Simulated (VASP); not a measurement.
# MgC2 (P4_2/mnm) in VASP: further runs

MgC2 is run at these levels: PBE, LDA, revPBE+D4; tasks: single point, relaxation of cell and atoms.

All numbers are computed with VASP 6.6.1; they aren't measurements. Logs are shortened: lines on timing, memory, paths and dates and some standing lists are left out, and cuts for length are marked.

### 1 The cell of the first run

The structure is tetragonal, space group P4_2/mnm (No. 136). The conventional cell has a = 3.951 Å, b = 3.951 Å, c = 4.937 Å, α = 90.00°, β = 90.00°, γ = 90.00°. Within 2.9 Å of Mg (site symmetry mmm) lie 10 C at 2.17 to 2.86 Å. C (site symmetry m2m) has 1 C at 1.26 Å within 1.7 Å.

### 2 Single point, PBE

File INCAR:

```
PREC = Accurate ; ENCUT = 1300
EDIFF = 1E-6 ; ISMEAR = -1
SIGMA = 0.05 ; LREAL = False
LASPH = True ; NELM = 120
ALGO = Normal ; ISIF = 2
LWAVE = False ; LCHARG = False
GGA = PE ; NBANDS = 27
GGA_COMPAT = False
```

File KPOINTS:

```
Automatic mesh
0
Gamma
  5 5 5
```

File POSCAR:

```
MgC2
1.0
    3.9507770000      0.0000000000      0.0000000000
    0.0000000000      3.9507770000      0.0000000000
    0.0000000000      0.0000000000      4.9372181100
Mg C
2 4
Direct
    0.0000000000      0.0000000000      0.5000000000
    0.5000000000      0.5000000000      0.0000000000
    0.3876550000      0.6123450000      0.5000000000
    0.1123450000      0.1123450000      0.0000000000
    0.6123450000      0.3876550000      0.5000000000
    0.8876550000      0.8876550000      0.0000000000
```

Potentials or basis: VASP PAW PBE potentials, release 64 (Mg_sv, C_h).

On the command line:

```sh
> cat potpaw_PBE.64/Mg_sv/POTCAR potpaw_PBE.64/C_h/POTCAR > POTCAR
> mpirun -np 1 vasp_std > vasp.out
```

OUTCAR:

```text
PREC = Accurate
   ENCUT = 1300
   EDIFF = 1E-6
   ISMEAR = -1
   LREAL = False
   LASPH = True
   NELM = 120
   ISIF = 2
   GGA = PE

 ion  position               nearest neighbor table
   1  0.000  0.000  0.500-
   2  0.500  0.500  0.000-
   3  0.388  0.612  0.500-   5 1.26
   4  0.112  0.112  0.000-   6 1.26
   5  0.612  0.388  0.500-   3 1.26
   6  0.888  0.888  0.000-   4 1.26

  LATTYP: Found a simple tetragonal cell.
 ALAT       =     3.9507770000
 C/A-ratio  =     1.2496828118

  Lattice vectors:

 A1 = (   3.9507770000,   0.0000000000,   0.0000000000)
 A2 = (   0.0000000000,   3.9507770000,   0.0000000000)
 A3 = (   0.0000000000,   0.0000000000,   4.9372181100)

Analysis of symmetry for initial positions (statically):
=====================================================================
 Subroutine PRICEL returns:
 Original cell was already a primitive cell.

 Routine SETGRP: Setting up the symmetry group for a
 simple tetragonal supercell.

 Subroutine GETGRP returns: Found 16 space group operations
 (whereof  8 operations were pure point group operations)
 out of a pool of 16 trial point group operations.

The static configuration has the point symmetry D_2h.
 The point group associated with its full space group is D_4h.

Analysis of symmetry for dynamics (positions and initial velocities):
=====================================================================
 Subroutine PRICEL returns:
 Original cell was already a primitive cell.

 Routine SETGRP: Setting up the symmetry group for a
 simple tetragonal supercell.

 Subroutine GETGRP returns: Found 16 space group operations
 (whereof  8 operations were pure point group operations)
 out of a pool of 16 trial point group operations.

The dynamic configuration has the point symmetry D_2h.
 The point group associated with its full space group is D_4h.

 Subroutine INISYM returns: Found 16 space group operations
 (whereof  8 operations are pure point group operations),
 and found     1 'primitive' translations

----------------------------------------------------------------------------------------

                                     Primitive cell

  volume of cell :      77.0633

  direct lattice vectors                    reciprocal lattice vectors
     3.950777000  0.000000000  0.000000000     0.253114767  0.000000000  0.000000000
     0.000000000  3.950777000  0.000000000     0.000000000  0.253114767  0.000000000
     0.000000000  0.000000000  4.937218110     0.000000000  0.000000000  0.202543209

  length of vectors
     3.950777000  3.950777000  4.937218110     0.253114767  0.253114767  0.202543209

  position of ions in fractional coordinates (direct lattice)
     0.000000000  0.000000000  0.500000000
     0.500000000  0.500000000  0.000000000
     0.387655000  0.612345000  0.500000000
     0.112345000  0.112345000  0.000000000
     0.612345000  0.387655000  0.500000000
     0.887655000  0.887655000  0.000000000

  ion indices of the primitive-cell ions
   primitive index   ion index
                 1           1
                 2           2
                 3           3
                 4           4
                 5           5
                 6           6

----------------------------------------------------------------------------------------

 KPOINTS: Automatic mesh

Automatic generation of k-mesh.
 Grid dimensions read from file:
 generate k-points for:    5    5    5

 Generating k-lattice:

  Cartesian coordinates                     Fractional coordinates (reciprocal lattice)
     0.050622953  0.000000000  0.000000000     0.200000000  0.000000000  0.000000000
     0.000000000  0.050622953  0.000000000     0.000000000  0.200000000  0.000000000
     0.000000000  0.000000000  0.040508642     0.000000000  0.000000000  0.200000000

  Length of vectors
     0.050622953  0.050622953  0.040508642

  Shift w.r.t. Gamma in fractional coordinates (k-lattice)
     0.000000000  0.000000000  0.000000000

 Subroutine IBZKPT returns following result:
 ===========================================

 Found     18 irreducible k-points:

 Following reciprocal coordinates:
            Coordinates               Weight
  0.000000  0.000000  0.000000      1.000000
  0.200000  0.000000  0.000000      4.000000
  0.400000  0.000000  0.000000      4.000000
  0.200000  0.200000  0.000000      4.000000
  0.400000  0.200000  0.000000      8.000000
  0.400000  0.400000  0.000000      4.000000
[... 10 lines left out ...]
  0.400000  0.200000  0.400000     16.000000
  0.400000  0.400000  0.400000      8.000000
   k-points           NKPTS =     18   k-points in BZ     NKDIM =     18   number of bands    NBANDS=     27
   number of dos      NEDOS =    301   number of ions     NIONS =      6
   total plane-waves  NPLWV = 138240
   dimension x,y,z NGX =    48 NGY =   48 NGZ =   60
   dimension x,y,z NGXF=    96 NGYF=   96 NGZF=  120
   ions per type =               2   4
   NGX,Y,Z   is equivalent  to a cutoff of  20.20, 20.20, 20.20 a.u.
   NGXF,Y,Z  is equivalent  to a cutoff of  40.40, 40.40, 40.41 a.u.
 SYSTEM =  unknown system
   PREC   = accura    normal or accurate (medium, high low for compatibility)
   ISTART =      0    job   : 0-new  1-cont  2-samecut
   ICHARG =      2    charge: 1-file 2-atom 10-const
   ISPIN  =      1    spin polarized calculation?
   LNONCOLLINEAR =      F non collinear calculations
   LSORBIT =      F    spin-orbit coupling
   LASPH  =      T    aspherical Exc in radial PAW
   ENCUT  = 1300.0 eV  95.55 Ry    9.77 a.u.  11.61 11.61 14.51*2*pi/ulx,y,z
   NELM   =    120;   NELMIN=  2; NELMDL= -5     # of ELM steps
   EDIFF  = 0.1E-05   stopping-criterion for ELM
   LREAL  =      F    real-space projection
   EDIFFG = 0.1E-04   stopping-criterion for IOM
   NSW    =      0    number of steps for IOM
   IBRION =     -1    ionic relax: 0-MD 1-quasi-New 2-CG
   NFREE  =      0    steps in history (QN), initial steepest desc. (CG)
   ISIF   =      2    stress and relaxation
   ISYM   =      2    0-nonsym 1-usesym 2-fastsym
   POTIM  = 0.5000    time-step for ionic-motion
   TEBEG  =    0.0;   TEEND  =   0.0 temperature during run
   PSTRESS=    0.0 pullay stress
   NELECT =      36.0000    total number of electrons
   NUPDOWN=      -1.0000    fix difference up-down
   EMIN   =  10.00;   EMAX   =-10.00  energy-range for DOS
   EFERMI =   0.00;   METHOD = LEGACY
   ISMEAR =    -1;   SIGMA  =   0.05  broadening in eV -4-tet -1-fermi 0-gaus
   EFERMI_NEDOS =   21; number of points for ismear=-14 and -15
   IALGO  =     38    algorithm
   IMIX   =      4    mixing-type and parameters
     AMIX     =   0.40;   BMIX     =  1.00
     AMIX_MAG =   1.60;   BMIX_MAG =  1.00
  volume/ion in A,a.u.               =      12.84        86.67
  Fermi-wavevector in a.u.,A,eV,Ry     =   1.270262  2.400447 21.953883  1.613565
  Thomas-Fermi vector in A             =   2.403259
   LORBIT       =      0    0 simple, 1 ext, 2 COOP (PROOUT), +10 PAW based schemes
   GGA     = PE    functional components
   LHFCALC =     F    Hartree Fock is set to
   AEXX    =    0.0000 exact exchange contribution
   IVDW    =     0    specifies the selected vdW correction
   LEPSILON=     F    determine dielectric tensor
   LRPA    =     F    only Hartree local field effects (RPA)
 non-spin polarized calculation
  energy-cutoff  :     1300.00
  volume of cell :       77.06
 maximum number of plane-waves:      8235
 NGX is ok and might be reduce to    48
   NGX = 23   NGY = 23   NGZ = 29

 number of electron      35.9999991 magnetization

 Free energy of the ion-electron system (eV)
  ---------------------------------------------------
  ext. energy  EPLUGINS =         0.00000000
  ---------------------------------------------------
  free energy    TOTEN  =       -37.43993028 eV

  energy without entropy =      -37.43993028  energy(sigma->0) =      -37.43993028

 E-fermi :   2.5797     XC(G=0):  -9.7381

 val. band max:        1.3347459240   @ k =   0.4000   0.4000   0.4000
 cond. band min:       3.9374490366   @ k =   0.0000   0.0000   0.0000
 fundamental gap:      2.6027031126
 Fermi energy:         2.5797410167

 k-point     1 :       0.0000    0.0000    0.0000
  band No.  band energies     occupation
      1     -72.1009      2.00000
      2     -72.1005      2.00000
      3     -38.9165      2.00000
      4     -38.9165      2.00000
      5     -38.8837      2.00000
      6     -38.8793      2.00000
[... 19 lines left out ...]
     26      12.3818      0.00000
     27      13.0597      0.00000

 k-point     2 :       0.2000    0.0000    0.0000
  band No.  band energies     occupation
      1     -72.1008      2.00000
      2     -72.1006      2.00000
      3     -38.9167      2.00000
      4     -38.9167      2.00000
      5     -38.8832      2.00000
      6     -38.8797      2.00000
[... 19 lines left out ...]
     26      11.7198      0.00000
     27      12.6043      0.00000

 k-point     3 :       0.4000    0.0000    0.0000
  band No.  band energies     occupation
      1     -72.1007      2.00000
      2     -72.1006      2.00000
      3     -38.9170      2.00000
      4     -38.9170      2.00000
      5     -38.8821      2.00000
      6     -38.8807      2.00000
[... 19 lines left out ...]
     26      11.6095      0.00000
     27      12.3007      0.00000

 k-point     4 :       0.2000    0.2000    0.0000
  band No.  band energies     occupation
      1     -72.1008      2.00000
      2     -72.1006      2.00000
      3     -38.9169      2.00000
      4     -38.9169      2.00000
      5     -38.8829      2.00000
      6     -38.8800      2.00000
[... 19 lines left out ...]
     26      12.4005      0.00000
     27      13.2552      0.00000
[... 336 lines left out ...]
      4     -38.9169      2.00000
      5     -38.8819      2.00000
      6     -38.8811      2.00000
[... 19 lines left out ...]
     26      11.9257      0.00000
     27      12.8135      0.00000

 k-point    17 :       0.4000    0.2000    0.4000
  band No.  band energies     occupation
      1     -72.1007      2.00000
      2     -72.1007      2.00000
      3     -38.9173      2.00000
      4     -38.9172      2.00000
      5     -38.8816      2.00000
      6     -38.8813      2.00000
[... 19 lines left out ...]
     26      12.0162      0.00000
     27      13.1053      0.00000

 k-point    18 :       0.4000    0.4000    0.4000
  band No.  band energies     occupation
      1     -72.1007      2.00000
      2     -72.1006      2.00000
      3     -38.9176      2.00000
      4     -38.9175      2.00000
      5     -38.8815      2.00000
      6     -38.8813      2.00000
[... 19 lines left out ...]
     26      12.3165      0.00000
     27      12.4193      0.00000

------------------------ aborting loop because EDIFF is reached ----------------------------------------

  FORCE on cell =-STRESS in cart. coord.  units (eV):
  Direction    XX          YY          ZZ          XY          YZ          ZX
  --------------------------------------------------------------------------------------
  -------------------------------------------------------------------------------------
  Total       -0.0906998     -0.0906998      0.5009132     -0.0000000      0.0000000      0.0000000
  in kB       -1.8856870     -1.8856870     10.4141961     -0.0000000      0.0000000      0.0000000
  external PRESSURE =       2.2142740 kB  Pullay stress =       0.0000000 kB

 VOLUME and BASIS-vectors are now :
 -----------------------------------------------------------------------------
  energy-cutoff  :     1300.00
  volume of cell :       77.06
      direct lattice vectors                 reciprocal lattice vectors
     3.950777000  0.000000000  0.000000000     0.253114767  0.000000000  0.000000000
     0.000000000  3.950777000  0.000000000     0.000000000  0.253114767  0.000000000
     0.000000000  0.000000000  4.937218110     0.000000000  0.000000000  0.202543209

 POSITION                                       TOTAL-FORCE (eV/Angst)
 -----------------------------------------------------------------------------------
      0.00000      0.00000      2.46861         0.000000     -0.000000      0.000000
      1.97539      1.97539      0.00000         0.000000     -0.000000      0.000000
      1.53154      2.41924      2.46861         0.118385     -0.118385      0.000000
      0.44385      0.44385      0.00000        -0.118385     -0.118385      0.000000
      2.41924      1.53154      2.46861        -0.118385      0.118385      0.000000
      3.50693      3.50693      0.00000         0.118385      0.118385     -0.000000
 -----------------------------------------------------------------------------------
    total drift:                                0.000000     -0.000000      0.000000

  FREE ENERGIE OF THE ION-ELECTRON SYSTEM (eV)
  ---------------------------------------------------
  free  energy   TOTEN  =       -37.4399302765 eV

  energy  without entropy=      -37.4399302765  energy(sigma->0) =      -37.43993028
```

Wall time 85 s (1 thread of Intel Xeon Platinum 8375C at 2.90GHz (Ice Lake), shared host); peak memory 0.43 GiB.

Results:

| Quantity | Value |
| --- | --- |
| Free energy | -37.4399 eV |
| Pressure | 0.2 GPa |
| Largest force | 0.167 eV/Å |
| Band gap on the k mesh | 2.60 eV (least direct gap 2.91 eV) |

Forces in eV/Å, atoms in the order of the input:
```
Mg   0.000  0.000  0.000
Mg   0.000  0.000  0.000
C    0.118 -0.118  0.000
C   -0.118 -0.118  0.000
C   -0.118  0.118  0.000
C    0.118  0.118  0.000
```

Stress tensor (GPa, compression positive):
```
-0.19  0.00  0.00
 0.00 -0.19  0.00
 0.00  0.00  1.04
```

Levels at points of the mesh, in eV from the valence-band top:
| k point | band 15 | band 16 | band 17 | band 18 | band 19 | band 20 | band 21 | band 22 |
| --- | --- | --- | --- | --- | --- | --- | --- | --- |
| (0.00, 0.00, 0.00) | -1.25 | -0.39 | -0.31 | -0.31 | 2.60 | 5.34 | 5.62 | 5.62 |

### 3 Single point, LDA

This run uses another cell than the first one, of 12.97 Å³/atom.

File INCAR:

```
SYSTEM = MgC2
ALGO     = Normal         ! electronic algorithm
EDIFF    = 1E-6           ! SCF threshold, eV
ENCUT    = 840            ! plane-wave cutoff, eV
GGA_COMPAT= .FALSE.      
ISIF     = 2              ! what is computed and relaxed
ISMEAR   = -5             ! smearing method
LASPH    = .TRUE.         ! aspherical terms in the spheres
LCHARG   = .FALSE.        ! write CHGCAR
LREAL    = .FALSE.        ! projectors in reciprocal space
LWAVE    = .FALSE.        ! write WAVECAR
NBANDS   = 27             ! bands
NELM     = 120            ! most SCF steps
PREC     = Accurate       ! precision mode
SIGMA    = 0.05           ! smearing width, eV
```

File KPOINTS:

```
k-points
0
G
  7 7 6
  0 0 0
```

File POSCAR:

```
MgC2
1.0
    3.9507770000      0.0000000000      0.0000000000
    0.0000000000      3.9507770000      0.0000000000
    0.0000000000      0.0000000000      4.9870890000
Mg C
2 4
Direct
    0.0000000000      0.0000000000      0.5000000000
    0.5000000000      0.5000000000      0.0000000000
    0.3876550000      0.6123450000      0.5000000000
    0.6123450000      0.3876550000      0.5000000000
    0.8876550000      0.8876550000      0.0000000000
    0.1123450000      0.1123450000      0.0000000000
```

Potentials or basis: VASP PAW LDA potentials, release 64 (Mg_sv, C).

On the command line:

```sh
> cat potpaw_LDA.64/Mg_sv/POTCAR potpaw_LDA.64/C/POTCAR > POTCAR
> mpirun -np 1 vasp_std > vasp.out
```

Run time: 90 s. Hardware: 1 thread of Intel Xeon Platinum 8488C (Sapphire Rapids), shared host; peak memory 0.29 GiB.

The run converged. Its results:

- Free energy: -40.9071 eV
- Pressure: -5.4 GPa
- Largest force: 0.420 eV/Å
- Band gap on the k mesh: 2.47 eV (least direct gap 2.85 eV)

Forces on the atoms (eV/Å):
```
Mg   0.000  0.000  0.000
Mg   0.000  0.000  0.000
C    0.297 -0.297  0.000
C   -0.297  0.297  0.000
C    0.297  0.297  0.000
C   -0.297 -0.297  0.000
```

Stress tensor (GPa, compression positive):
```
-6.01  0.00  0.00
 0.00 -6.01  0.00
 0.00  0.00 -4.31
```

Levels at points of the mesh, in eV from the valence-band top:
```csv
k point,band 15,band 16,band 17,band 18,band 19,band 20,band 21,band 22
"(0.00, 0.00, 0.00)",-1.35,-0.47,-0.38,-0.38,2.47,5.16,5.51,5.51
"(0.00, 0.00, 0.50)",-0.77,-0.77,-0.33,-0.33,3.54,3.54,5.65,5.65
```

Caveat: the cell stands under tension.

### 4 Single point, PBE

This run uses another cell than the first one, of 12.45 Å³/atom.

File INCAR:

```
  ALGO = Normal
  EDIFF = 1E-6
  ENCUT = 1300
  GGA = PE
  GGA_COMPAT = F
  ISIF = 2
  ISMEAR = -1
  LASPH = T
  LCHARG = T
  LELF = T
  LREAL = F
  LVHAR = T
  LWAVE = F
  NBANDS = 27
  NELM = 120
  PREC = Accurate
  SIGMA = 0.05
```

File KPOINTS:

```
k-points
0
Gamma
  5 5 5
```

File POSCAR:

```
MgC2
1.0
    3.9507770000      0.0000000000      0.0000000000
    0.0000000000      3.9507770000      0.0000000000
    0.0000000000      0.0000000000      4.7876054400
Mg C
2 4
Direct
    0.0000000000      0.0000000000      0.5000000000
    0.5000000000      0.5000000000      0.0000000000
    0.3876550000      0.6123450000      0.5000000000
    0.1123450000      0.1123450000      0.0000000000
    0.6123450000      0.3876550000      0.5000000000
    0.8876550000      0.8876550000      0.0000000000
```

Potentials or basis: VASP PAW PBE potentials, release 64 (Mg_sv, C_h).

On the command line:

```sh
> cat potpaw_PBE.64/Mg_sv/POTCAR potpaw_PBE.64/C_h/POTCAR > POTCAR
> mpirun -np 1 vasp_std > vasp.out
```

Run time: 98 s. Hardware: 1 thread of Intel Xeon Platinum 8259CL at 2.50GHz (Skylake/Cascade Lake), shared host; peak memory 0.4 GiB.

It converged, with:

```yaml
Free_energy: -37.3960 eV
Pressure: 2.3 GPa
Largest_force: 0.235 eV/Å
Band_gap_on_the_k_mesh: 2.45 eV (least direct gap 2.77 eV)
```

Forces on the atoms (eV/Å):
```
Mg   0.000  0.000  0.000
Mg   0.000  0.000  0.000
C    0.166 -0.166  0.000
C   -0.166 -0.166  0.000
C   -0.166  0.166  0.000
C    0.166  0.166  0.000
```

Stress tensor (GPa, compression positive):
```
0.89 0.00 0.00
0.00 0.89 0.00
0.00 0.00 5.03
```

Levels at points of the mesh, in eV from the valence-band top:
```
           k point  band 15  band 16  band 17  band 18  band 19  band 20  band 21  band 22
(0.00, 0.00, 0.00)    -1.18    -0.49    -0.32    -0.32     2.45     5.47     5.50     5.50
```

[end of part 1 of 2]
